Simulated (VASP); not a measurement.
Set up this calculation in VASP 6.6.1, as the native input.

* Task: relaxation of cell and atoms
* Functional: revPBE
* Potentials or basis: VASP PAW PBE potentials, release 64 (Ni)
* Cutoff: 600 eV
* k mesh: 13 × 13 × 9
* Occupations: fermi-dirac, width 0.05 eV
* Spin: collinear spin, antiferromagnetic start
* Starting moments: [0.8, -0.8] μB
* Dipole correction: no
* Further INCAR settings: ALGO = Normal; EDIFF = 1e-06; IBRION = 2; EDIFFG = -0.01; NSW = 80; ISIF = 3

The structure of Ni lies in POSCAR:

```
Ni
1.0
    2.4917594441      0.0000000000      0.0000000000
    0.0000000000      2.4917594441      0.0000000000
    0.0000000000      0.0000000000      3.5238800000
Ni
2
Direct
    0.0000000000      0.0000000000      0.0000000000
    0.5000000000      0.5000000000      0.5000000000
```

The input as run:

INCAR

```
SYSTEM = Ni
ALGO = Normal ; EDIFF = 1E-6
EDIFFG = -0.01 ; ENCUT = 600
GGA = RE ; IBRION = 2
ISIF = 3 ; ISMEAR = -1
ISPIN = 2 ; LASPH = .TRUE.
LCHARG = .FALSE. ; LMAXMIX = 4
LORBIT = 11 ; LREAL = .FALSE.
LWAVE = .FALSE. ; MAGMOM = 0.8 -0.8
NELM = 150 ; NSW = 80
PREC = Accurate ; SIGMA = 0.05
```

KPOINTS

```
k-points
0
G
  13 13 9
  0 0 0
```

Potentials or basis: VASP PAW PBE potentials, release 64 (Ni).

Launch:

```sh
$ cat potpaw_PBE.64/Ni/POTCAR > POTCAR
$ mpirun -np 1 vasp_std > vasp.out
```

Results of the run:

```json
{
 "Relaxed volume": "11.06 Å³/atom",
 "Relaxed cell": "a = 2.501 Å, b = 2.501 Å, c = 3.537 Å, α = 90.00°, β = 90.00°, γ = 90.00°",
 "Space group after relaxing (to 0.05 Å)": "Fm-3m (No. 225)",
 "Energy gained by relaxing": "0.8 meV/atom",
 "Ionic steps": "3",
 "Pressure after relaxing": "0.0 GPa",
 "Band gap on the k mesh": "zero (filled and empty bands overlap)",
 "Net moment": "0.00 μB per cell",
 "Site moments": "Ni +0.13, -0.13 μB",
 "Valence electrons inside the program's atomic spheres": "Ni 9.28"
}
```

Caveat: the PAW data sets were made with another functional, which shifts forces and pressure a little.

Run time: 4.9 min on 1 thread of Intel Xeon 8259CL, on a shared host, peak memory 0.21 GiB.
